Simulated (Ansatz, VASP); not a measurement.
**Two plane-wave programs on Ir**

The input INCAR:

```
PREC     = Accurate       # precision mode
ENCUT    = 520            # plane-wave cutoff, eV
EDIFF    = 1E-6           # SCF threshold, eV
ISMEAR   = 0              # smearing method
SIGMA    = 0.15           # smearing width, eV
LREAL    = F              # projectors in reciprocal space
LASPH    = T              # aspherical terms in the spheres
NELM     = 60             # most SCF steps
ALGO     = Fast           # electronic algorithm
ISIF     = 2              # what is computed and relaxed
LWAVE    = F              # write WAVECAR
LCHARG   = F              # write CHGCAR
GGA      = PE             # functional
NBANDS   = 10             # bands
```

File KPOINTS:

```
regular mesh
0
Gamma
  20 20 20
```

The input POSCAR:

```
Ir
1.0
   -0.1015970341      1.9351816027      1.9351816027
    1.9351816027     -0.1015970341      1.9351816027
    1.8335845686      1.8335845686      0.0000000000
Ir
1
Direct
    0.0000000000      0.0000000000      0.0000000000
```

Input for Ansatz:

```yaml
crystal:
  lattice:
    - [-0.1015970341, 1.9351816027, 1.9351816027]
    - [1.9351816027, -0.1015970341, 1.9351816027]
    - [1.8335845686, 1.8335845686, 0.0]
  atoms:
    - { symbol: Ir, position: [0.0, 0.0, 0.0] }
basis:
  ecutwfc: 420
kpoints:
  mp_grid: { grid: [20, 20, 20] }
hamiltonian:
  xc: pbe
  pseudopotentials: { kind: paw, azcp: { folder: soft_1 } }
scf:
  occupations: { method: gaussian, width: 0.15 }
output:
  forces: true
  stress: true
  eigenvalues: true
  write_density: true
  write_potential: true
  elf: true
  volumetric_format: npy
```

Change from the starting cell: engineering shear strain xy -0.1050, normal strain along z +0.0000.

Alike in both runs: task single point; functional PBE; k mesh 20 × 20 × 20; occupations gaussian, width 0.15 eV; no spin polarisation.

|  | VASP | Ansatz |
| --- | --- | --- |
| version | VASP 6.6.1 | Ansatz 0.2.0 |
| potentials or method | VASP PAW PBE potentials, release 64 (Ir), cutoff 520 eV | scalar-relativistic, plane waves, PAW |
| valence electrons in the cell | 9 | 17 |

|  | VASP | Ansatz | Ansatz less VASP |
| --- | --- | --- | --- |
| gap on the k mesh at the Fermi level (eV) | none | none | - |
| pressure (GPa) | 5.6 | 5.3 | -0.29 |
| traceless stress, the component that is largest in VASP (GPa) | 27.19 | 27.23 | +0.039 |

A gap of «none» marks a metal or a gap that the smearing closes. VASP's potentials hold 9 valence electrons a cell and Ansatz's 17, so a difference there can come from the potentials and not from the codes.

Neither program's run includes spin-orbit coupling.
